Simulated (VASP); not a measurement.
# Ru: single point with PBEsol

Crystal: Ru.

```
Ru
1.0
     0.00000    1.96897    1.81145
     1.96897    0.00000    1.81145
     1.96897    1.96897    0.00000
Ru
1
Direct
  0.00000 0.00000 0.00000
```

This cell differs from its parent crystal: ratio of the length along z to the lengths across it x 0.92, volume and fractional coordinates fixed.

```json
{"Program": "VASP 6.6.1", "Task": "single point", "Functional": "PBEsol", "Potentials or basis": "VASP PAW PBE potentials, release 64 (Ru_pv)", "Cutoff": "520 eV", "k mesh": "24 × 24 × 24", "Occupations": "gaussian, width 0.15 eV", "Spin": "no spin polarisation", "Dipole correction": "no", "Further INCAR settings": "ALGO = Fast; EDIFF = 1e-06; NBANDS = 13"}
```

| Property | Result |
| --- | --- |
| Pressure | -13.9 GPa |
| Band gap on the k mesh | zero (band 7 reaches 14.19 eV, above the bottom of band 8 at 10.60 eV) |

Stress tensor (GPa, compression positive):
```
-20.79   0.00   0.00
  0.00 -20.79   0.00
  0.00   0.00  -0.21
```

Levels at points of the mesh, in eV from the Fermi level:
| k point | band 3 | band 4 | band 5 | band 6 | band 7 | band 8 | band 9 | band 10 | band 11 | band 12 |
| --- | --- | --- | --- | --- | --- | --- | --- | --- | --- | --- |
| (0.00, 0.00, 0.00) | -42.38 | -7.81 | -2.75 | -2.75 | -1.83 | -0.74 | 0.34 | 10.43 | 15.14 | 19.65 |
| (0.50, 0.00, 0.00) | -42.46 | -5.88 | -3.10 | -2.05 | 0.94 | 1.35 | 1.92 | 9.65 | 10.44 | 14.51 |
| (0.50, 0.50, 0.00) | -42.83 | -6.17 | -5.75 | 1.60 | 2.16 | 2.16 | 4.72 | 10.42 | 12.20 | 12.20 |
| (0.50, 0.00, 0.50) | -42.62 | -6.12 | -5.58 | 1.52 | 1.69 | 2.46 | 2.91 | 10.42 | 12.44 | 13.12 |

It took 77 s on 1 thread of Intel(R) Xeon(R) 6975P-C (Granite Rapids), on a shared host, peak memory 0.28 GiB.

Caveat: the PAW data sets were made with another functional, which shifts forces and pressure a little.
